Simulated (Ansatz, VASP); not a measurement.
# Two plane-wave programs on TiB2

INCAR

```
SYSTEM = TiB2
ALGO = Normal
EDIFF = 1E-7
EDIFFG = -0.002
ENCUT = 500
GGA = PE
GGA_COMPAT = .FALSE.
IBRION = 2
ISIF = 3
ISMEAR = 0
IVDW = 12
LASPH = .TRUE.
LCHARG = .FALSE.
LREAL = .FALSE.
LWAVE = .FALSE.
NELM = 120
NELMIN = 4
NSW = 100
PREC = Accurate
SIGMA = 0.1
```

The input KPOINTS:

```
k-points
0
G
  15 15 14
  0 0 0
```

POSCAR

```
TiB2
1.0
    3.0259273100      0.0000000000      0.0000000000
   -1.5129636600      2.6205299200      0.0000000000
    0.0000000000      0.0000000000      3.2287677100
Ti B
1 2
Direct
    0.0000000000      0.0000000000      0.0000000000
    0.3333333300      0.6666666700      0.5000000000
    0.6666666700      0.3333333300      0.5000000000
```

Input for Ansatz:

```yaml
crystal:
  lattice:
    - [3.02592731, 0.0, 0.0]
    - [-1.51296366, 2.62052992, 0.0]
    - [0.0, 0.0, 3.22876771]
  atoms:
    - { symbol: Ti, position: [0.0, 0.0, 0.0] }
    - { symbol: B, position: [0.33333333, 0.66666667, 0.5] }
    - { symbol: B, position: [0.66666667, 0.33333333, 0.5] }
basis:
  ecutwfc: 420
kpoints:
  mp_grid: { grid: [15, 15, 14] }
hamiltonian:
  xc: pbe
  dispersion: d3bj
  pseudopotentials: { kind: paw, azcp: { folder: soft_1 } }
scf:
  occupations: { method: gaussian, width: 0.1 }
output:
  forces: true
  stress: true
  eigenvalues: true
relax:
  adjacent_minimum: "off"
  f_tol: 0.002
  max_steps: 80
  cell: { stress_tol: 0.02 }
```

Alike in both runs: task relaxation of cell and atoms; functional PBE; dispersion D3(BJ); k mesh 15 × 15 × 14; occupations gaussian, width 0.1 eV; no spin polarisation.

```csv
,VASP,Ansatz
version,VASP 6.6.1,Ansatz 0.2.0
potentials or method,"VASP PAW PBE potentials, release 64 (Ti_sv, B), cutoff 500 eV","scalar-relativistic, plane waves, PAW"
valence electrons in the cell,18,18
```

```tsv
	VASP	Ansatz	Ansatz less VASP
gap on the k mesh at the Fermi level, each at its own relaxed structure (eV)	none	none	-
relaxed volume (Å³/atom)	8.29	8.28	-0.006
relaxed cell length with the largest relative difference (Å)	3.182	3.181	-0.0010
```

A gap of «none» marks a metal or a gap that the smearing closes.
